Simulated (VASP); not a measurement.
# Cu (Fm-3m) in VASP: further runs

Cu is run at these levels: PBEsol; tasks: single point.

All numbers are computed with VASP 6.6.1; they aren't measurements. Logs are shortened: lines on timing, memory, paths and dates and some standing lists are left out, and cuts for length are marked.

### Step 1. The cell of the first run

It takes space group Fm-3m (No. 225, cubic). The conventional cell has a = 3.563 Å, b = 3.563 Å, c = 3.563 Å, α = 90.00°, β = 90.00°, γ = 90.00°. Cu (site symmetry m-3m) has 12 Cu at 2.52 Å within 3.3 Å.

### Step 2. Single point, PBEsol

Input file INCAR:

```
SYSTEM = Cu
ALGO = Normal
EDIFF = 1E-6
ENCUT = 520
GGA = PS
ISIF = 2
ISMEAR = -1
LASPH = .TRUE.
LCHARG = .FALSE.
LREAL = .FALSE.
LWAVE = .FALSE.
NBANDS = 12
NELM = 100
PREC = Accurate
SIGMA = 0.1
```

Input file KPOINTS:

```
k-points
0
G
  15 15 15
  0 0 0
```

Input file POSCAR:

```
Cu
1.0
    0.0000000000      1.7813980043      1.7813980043
    1.7813980043      0.0000000000      1.7813980043
    1.7813980043      1.7813980043      0.0000000000
Cu
1
Direct
    0.0000000000      0.0000000000      0.0000000000
```

Potentials or basis: VASP PAW PBE potentials, release 64 (Cu).

Command:

```bash
$ cat potpaw_PBE.64/Cu/POTCAR > POTCAR
$ mpirun -np 1 vasp_std > vasp.out
```

OUTCAR:

```text
SYSTEM = Cu
   EDIFF = 1E-6
   ENCUT = 520
   GGA = PS
   ISIF = 2
   ISMEAR = -1
   LASPH = .TRUE.
   LREAL = .FALSE.
   NELM = 100
   PREC = Accurate

 ion  position               nearest neighbor table
   1  0.000  0.000  0.000-

  LATTYP: Found a face centered cubic cell.
 ALAT       =     3.5627960086

  Lattice vectors:

 A1 = (   0.0000000000,   1.7813980043,   1.7813980043)
 A2 = (   1.7813980043,   0.0000000000,   1.7813980043)
 A3 = (   1.7813980043,   1.7813980043,   0.0000000000)

Analysis of symmetry for initial positions (statically):
=====================================================================
 Subroutine PRICEL returns:
 Original cell was already a primitive cell.

 Routine SETGRP: Setting up the symmetry group for a
 face centered cubic supercell.

 Subroutine GETGRP returns: Found 48 space group operations
 (whereof 48 operations were pure point group operations)
 out of a pool of 48 trial point group operations.

The static configuration has the point symmetry O_h .

Analysis of symmetry for dynamics (positions and initial velocities):
=====================================================================
 Subroutine PRICEL returns:
 Original cell was already a primitive cell.

 Routine SETGRP: Setting up the symmetry group for a
 face centered cubic supercell.

 Subroutine GETGRP returns: Found 48 space group operations
 (whereof 48 operations were pure point group operations)
 out of a pool of 48 trial point group operations.

The dynamic configuration has the point symmetry O_h .

 Subroutine INISYM returns: Found 48 space group operations
 (whereof 48 operations are pure point group operations),
 and found     1 'primitive' translations

----------------------------------------------------------------------------------------

                                     Primitive cell

  volume of cell :      11.3061

  direct lattice vectors                    reciprocal lattice vectors
     0.000000000  1.781398004  1.781398004    -0.280678433  0.280678433  0.280678433
     1.781398004  0.000000000  1.781398004     0.280678433 -0.280678433  0.280678433
     1.781398004  1.781398004  0.000000000     0.280678433  0.280678433 -0.280678433

  length of vectors
     2.519277218  2.519277218  2.519277218     0.486149306  0.486149306  0.486149306

  position of ions in fractional coordinates (direct lattice)
     0.000000000  0.000000000  0.000000000

  ion indices of the primitive-cell ions
   primitive index   ion index
                 1           1

----------------------------------------------------------------------------------------

 KPOINTS: k-points

Automatic generation of k-mesh.
 Grid dimensions read from file:
 generate k-points for:   15   15   15

 Generating k-lattice:

  Cartesian coordinates                     Fractional coordinates (reciprocal lattice)
    -0.018711896  0.018711896  0.018711896     0.066666667  0.000000000  0.000000000
     0.018711896 -0.018711896  0.018711896     0.000000000  0.066666667  0.000000000
     0.018711896  0.018711896 -0.018711896     0.000000000  0.000000000  0.066666667

  Length of vectors
     0.032409954  0.032409954  0.032409954

  Shift w.r.t. Gamma in fractional coordinates (k-lattice)
     0.000000000  0.000000000  0.000000000

 Subroutine IBZKPT returns following result:
 ===========================================

 Found    120 irreducible k-points:

 Following reciprocal coordinates:
            Coordinates               Weight
  0.000000  0.000000  0.000000      1.000000
  0.066667  0.000000  0.000000      8.000000
  0.133333  0.000000  0.000000      8.000000
  0.200000  0.000000  0.000000      8.000000
  0.266667  0.000000  0.000000      8.000000
  0.333333  0.000000  0.000000      8.000000
[... 16 lines left out ...]
  0.133333  0.133333  0.000000      6.000000
  0.200000  0.133333  0.000000     24.000000
 [... further k-points ...]
   k-points           NKPTS =    120   k-points in BZ     NKDIM =    120   number of bands    NBANDS=     12
   number of dos      NEDOS =    301   number of ions     NIONS =      1
   total plane-waves  NPLWV =   8000
   dimension x,y,z NGX =    20 NGY =   20 NGZ =   20
   dimension x,y,z NGXF=    40 NGYF=   40 NGZF=   40
   ions per type =               1
   NGX,Y,Z   is equivalent  to a cutoff of  13.20, 13.20, 13.20 a.u.
   NGXF,Y,Z  is equivalent  to a cutoff of  26.40, 26.40, 26.40 a.u.
 SYSTEM =  Cu
   PREC   = accura    normal or accurate (medium, high low for compatibility)
   ISTART =      0    job   : 0-new  1-cont  2-samecut
   ICHARG =      2    charge: 1-file 2-atom 10-const
   ISPIN  =      1    spin polarized calculation?
   LNONCOLLINEAR =      F non collinear calculations
   LSORBIT =      F    spin-orbit coupling
   LASPH  =      T    aspherical Exc in radial PAW
   ENCUT  =  520.0 eV  38.22 Ry    6.18 a.u.   4.68  4.68  4.68*2*pi/ulx,y,z
   NELM   =    100;   NELMIN=  2; NELMDL= -5     # of ELM steps
   EDIFF  = 0.1E-05   stopping-criterion for ELM
   LREAL  =      F    real-space projection
   EDIFFG = 0.1E-04   stopping-criterion for IOM
   NSW    =      0    number of steps for IOM
   IBRION =     -1    ionic relax: 0-MD 1-quasi-New 2-CG
   NFREE  =      0    steps in history (QN), initial steepest desc. (CG)
   ISIF   =      2    stress and relaxation
   ISYM   =      2    0-nonsym 1-usesym 2-fastsym
   POTIM  = 0.5000    time-step for ionic-motion
   TEBEG  =    0.0;   TEEND  =   0.0 temperature during run
   PSTRESS=    0.0 pullay stress
   NELECT =      11.0000    total number of electrons
   NUPDOWN=      -1.0000    fix difference up-down
   EMIN   =  10.00;   EMAX   =-10.00  energy-range for DOS
   EFERMI =   0.00;   METHOD = LEGACY
   ISMEAR =    -1;   SIGMA  =   0.10  broadening in eV -4-tet -1-fermi 0-gaus
   EFERMI_NEDOS =   21; number of points for ismear=-14 and -15
   IALGO  =     38    algorithm
   IMIX   =      4    mixing-type and parameters
     AMIX     =   0.40;   BMIX     =  1.00
     AMIX_MAG =   1.60;   BMIX_MAG =  1.00
  volume/ion in A,a.u.               =      11.31        76.30
  Fermi-wavevector in a.u.,A,eV,Ry     =   1.622189  3.065493 35.803689  2.631497
  Thomas-Fermi vector in A             =   2.715843
   LORBIT       =      0    0 simple, 1 ext, 2 COOP (PROOUT), +10 PAW based schemes
   GGA     = PS    functional components
   LHFCALC =     F    Hartree Fock is set to
   AEXX    =    0.0000 exact exchange contribution
   IVDW    =     0    specifies the selected vdW correction
   LEPSILON=     F    determine dielectric tensor
   LRPA    =     F    only Hartree local field effects (RPA)
 non-spin polarized calculation
  energy-cutoff  :      520.00
  volume of cell :       11.31
 maximum number of plane-waves:       322
   NGX =  9   NGY =  9   NGZ =  9

 number of electron      11.0000013 magnetization

 Free energy of the ion-electron system (eV)
  ---------------------------------------------------
  ext. energy  EPLUGINS =         0.00000000
  ---------------------------------------------------
  free energy    TOTEN  =        -4.31297108 eV

  energy without entropy =       -4.30303369  energy(sigma->0) =       -4.30800238

 E-fermi :   8.0223     XC(G=0): -13.1653

 val. band max:        8.0111260824   @ k =  -0.4000   0.1333   0.0000
 cond. band min:       8.0259049585   @ k =  -0.4667   0.1333   0.0667
 fundamental gap:      0.0147788761
 Fermi energy:         8.0223119944

 k-point     1 :       0.0000    0.0000    0.0000
  band No.  band energies     occupation
      1      -1.7759      2.00000
      2       4.7806      2.00000
      3       4.7806      2.00000
      4       4.7806      2.00000
      5       5.6703      2.00000
      6       5.6703      2.00000
      7      30.8836      0.00000
      8      33.8383      0.00000
      9      33.8383      0.00000
     10      33.8383      0.00000
     11      36.3562      0.00000
     12      36.3562      0.00000

 k-point     2 :       0.0667    0.0000    0.0000
  band No.  band energies     occupation
      1      -1.6089      2.00000
      2       4.7436      2.00000
      3       4.8131      2.00000
      4       4.8131      2.00000
      5       5.6574      2.00000
      6       5.6574      2.00000
      7      29.9403      0.00000
      8      32.1434      0.00000
      9      33.3388      0.00000
     10      33.3388      0.00000
     11      37.0818      0.00000
     12      37.0818      0.00000

 k-point     3 :       0.1333    0.0000    0.0000
  band No.  band energies     occupation
      1      -1.1164      2.00000
      2       4.6475      2.00000
      3       4.8912      2.00000
      4       4.8912      2.00000
      5       5.6372      2.00000
      6       5.6372      2.00000
      7      26.7702      0.00000
      8      31.5670      0.00000
      9      32.5217      0.00000
     10      32.5217      0.00000
     11      38.2086      0.00000
     12      38.4013      0.00000

 k-point     4 :       0.2000    0.0000    0.0000
  band No.  band energies     occupation
      1      -0.3301      2.00000
      2       4.5393      2.00000
      3       4.9527      2.00000
      4       4.9527      2.00000
      5       5.6672      2.00000
      6       5.6672      2.00000
      7      23.2708      0.00000
      8      31.1923      0.00000
      9      31.8124      0.00000
     10      31.8124      0.00000
     11      38.2065      0.00000
     12      38.2880      0.00000

 k-point     5 :       0.2667    0.0000    0.0000
  band No.  band energies     occupation
      1       0.6700      2.00000
      2       4.5114      2.00000
      3       4.9378      2.00000
      4       4.9378      2.00000
      5       5.7971      2.00000
      6       5.7971      2.00000
      7      19.9165      0.00000
      8      30.6707      0.00000
      9      31.2803      0.00000
     10      31.2803      0.00000
     11      36.7286      0.00000
     12      36.7286      0.00000
[... 228 lines left out ...]
      1      -0.7419      2.00000
      2       4.5638      2.00000
      3       4.9451      2.00000
      4       4.9539      2.00000
      5       5.5324      2.00000
      6       5.7363      2.00000
      7      25.7014      0.00000
      8      28.6210      0.00000
      9      32.9510      0.00000
     10      34.4226      0.00000
     11      36.4635      0.00000
     12      37.4077      0.00000

 k-point    22 :      -0.0667    0.0667    0.0000
  band No.  band energies     occupation
      1      -1.3334      2.00000
      2       4.6762      2.00000
      3       4.8605      2.00000
      4       4.8750      2.00000
      5       5.5935      2.00000
      6       5.6878      2.00000
      7      28.7664      0.00000
      8      29.9415      0.00000
      9      32.8323      0.00000
     10      34.4666      0.00000
     11      36.5744      0.00000
     12      37.0799      0.00000

 k-point    23 :       0.1333    0.1333    0.0000
  band No.  band energies     occupation
      1      -0.8995      2.00000
      2       4.5198      2.00000
      3       4.9956      2.00000
      4       4.9956      2.00000
      5       5.4416      2.00000
      6       5.7659      2.00000
      7      29.0479      0.00000
      8      29.4755      0.00000
      9      29.4755      0.00000
     10      31.2199      0.00000
     11      36.4348      0.00000
     12      40.0782      0.00000

 k-point    24 :       0.2000    0.1333    0.0000
  band No.  band energies     occupation
      1      -0.3224      2.00000
      2       4.3909      2.00000
      3       5.0702      2.00000
      4       5.0996      2.00000
      5       5.3987      2.00000
      6       5.8192      2.00000
      7      26.0163      0.00000
      8      28.3783      0.00000
      9      29.3338      0.00000
     10      31.5236      0.00000
     11      34.6626      0.00000
     12      40.1607      0.00000

 [... further k-points ...]

------------------------ aborting loop because EDIFF is reached ----------------------------------------

  FORCE on cell =-STRESS in cart. coord.  units (eV):
  Direction    XX          YY          ZZ          XY          YZ          ZX
  --------------------------------------------------------------------------------------
  -------------------------------------------------------------------------------------
  Total        0.0533841      0.0533841      0.0533841     -0.0000000     -0.0000000      0.0000000
  in kB        7.5650059      7.5650059      7.5650059     -0.0000000     -0.0000000      0.0000000
  external PRESSURE =       7.5650059 kB  Pullay stress =       0.0000000 kB

 VOLUME and BASIS-vectors are now :
 -----------------------------------------------------------------------------
  energy-cutoff  :      520.00
  volume of cell :       11.31
      direct lattice vectors                 reciprocal lattice vectors
     0.000000000  1.781398004  1.781398004    -0.280678433  0.280678433  0.280678433
     1.781398004  0.000000000  1.781398004     0.280678433 -0.280678433  0.280678433
     1.781398004  1.781398004  0.000000000     0.280678433  0.280678433 -0.280678433

 POSITION                                       TOTAL-FORCE (eV/Angst)
 -----------------------------------------------------------------------------------
      0.00000      0.00000      0.00000         0.000000     -0.000000      0.000000
 -----------------------------------------------------------------------------------
    total drift:                                0.000000      0.000000      0.000000

  FREE ENERGIE OF THE ION-ELECTRON SYSTEM (eV)
  ---------------------------------------------------
  free  energy   TOTEN  =        -4.3129710798 eV

  energy  without entropy=       -4.3030336878  energy(sigma->0) =       -4.30800238
```

It took 14 s on 1 thread of Intel Xeon 8259CL, shared host; peak memory 0.13 GiB.

What came out:

* Free energy: -4.3130 eV
* Pressure: 0.8 GPa
* Band gap on the k mesh: zero (an odd number of electrons rules out a gap without spin polarisation)

Caveat: the PAW data sets were made with another functional, which shifts forces and pressure a little.

### Step 3. Single point, PBEsol (9.95 Å³/atom)

This run uses another cell than the first one, of 9.95 Å³/atom.

Input file INCAR:

```
SYSTEM = Cu
PREC = Accurate
ENCUT = 520
EDIFF = 1E-7
ISMEAR = -1
SIGMA = 0.1
LREAL = .False.
LASPH = .True.
NELM = 80
ALGO = Normal
ISIF = 2
LWAVE = .False.
LCHARG = .False.
GGA = PS
NBANDS = 12
```

Input file KPOINTS:

```
regular mesh
0
Gamma
  25 25 25
  0 0 0
```

Input file POSCAR:

```
Cu
1.0
    0.0000000000      1.7070851542      1.7070851542
    1.7070851542      0.0000000000      1.7070851542
    1.7070851542      1.7070851542      0.0000000000
Cu
1
Direct
    0.0000000000      0.0000000000      0.0000000000
```

Potentials or basis: VASP PAW PBE potentials, release 64 (Cu).

Command:

```bash
$ cat potpaw_PBE.64/Cu/POTCAR > POTCAR
$ mpirun -np 1 vasp_std > vasp.out
```

Wall time 39 s (1 thread of Intel Xeon 8259CL, shared host); peak memory 0.16 GiB.

Results (log left out):

- Free energy: -4.1943 eV
- Pressure: 30.5 GPa
- Band gap on the k mesh: zero (an odd number of electrons rules out a gap without spin polarisation)

Levels at points of the mesh, in eV from the Fermi level:
```
           k point  band 4  band 5  band 6  band 7  band 8  band 9
(0.00, 0.00, 0.00)   -3.68   -2.59   -2.59   23.87   27.87   27.87
```

Caveat: the cell stands under pressure; the PAW data sets were made with another functional, which shifts forces and pressure a little.

### Step 4. Single point, PBEsol (10.40 Å³/atom)

This run uses another cell than the first one, of 10.40 Å³/atom.

Input file INCAR:

```
SYSTEM = Cu
PREC     = Accurate       ! precision mode
ENCUT    = 520            ! plane-wave cutoff, eV
EDIFF    = 1E-6           ! SCF threshold, eV
ISMEAR   = -1             ! smearing method
SIGMA    = 0.1            ! smearing width, eV
LREAL    = .FALSE.        ! projectors in reciprocal space
LASPH    = .TRUE.         ! aspherical terms in the spheres
NELM     = 100            ! most SCF steps
ALGO     = Normal         ! electronic algorithm
ISIF     = 2              ! what is computed and relaxed
LWAVE    = .FALSE.        ! write WAVECAR
LCHARG   = .TRUE.         ! write CHGCAR
GGA      = PS             ! functional
LELF     = .TRUE.         ! ELF
LVHAR    = .TRUE.       
NBANDS   = 12             ! bands
```

Input file KPOINTS:

```
regular mesh
0
G
  25 25 25
  0 0 0
```

Input file POSCAR:

```
Cu
1.0
    0.0000000000      1.7325677940      1.7325677940
    1.7325677940      0.0000000000      1.7325677940
    1.7325677940      1.7325677940      0.0000000000
Cu
1
Direct
    0.0000000000      0.0000000000      0.0000000000
```

Command:

```bash
$ cat potpaw_PBE.64/Cu/POTCAR > POTCAR
$ mpirun -np 1 vasp_std > vasp.out
```

Wall time 53 s (1 thread of Intel Xeon 8259CL, shared host); peak memory 0.17 GiB.

Results (log left out):

| Quantity | Value |
| --- | --- |
| Free energy | -4.2625 eV |
| Pressure | 18.2 GPa |
| Band gap on the k mesh | zero (an odd number of electrons rules out a gap without spin polarisation) |

Levels at points of the mesh, in eV from the Fermi level:
```csv
k point,band 3,band 4,band 5,band 6,band 7,band 8,band 9,band 10
"(0.00, 0.00, 0.00)",-3.49,-3.49,-2.48,-2.48,23.55,27.17,27.17,27.17
```

Caveat: the cell stands under pressure; the PAW data sets were made with another functional, which shifts forces and pressure a little.

(Part 1 of 2 ends here.)
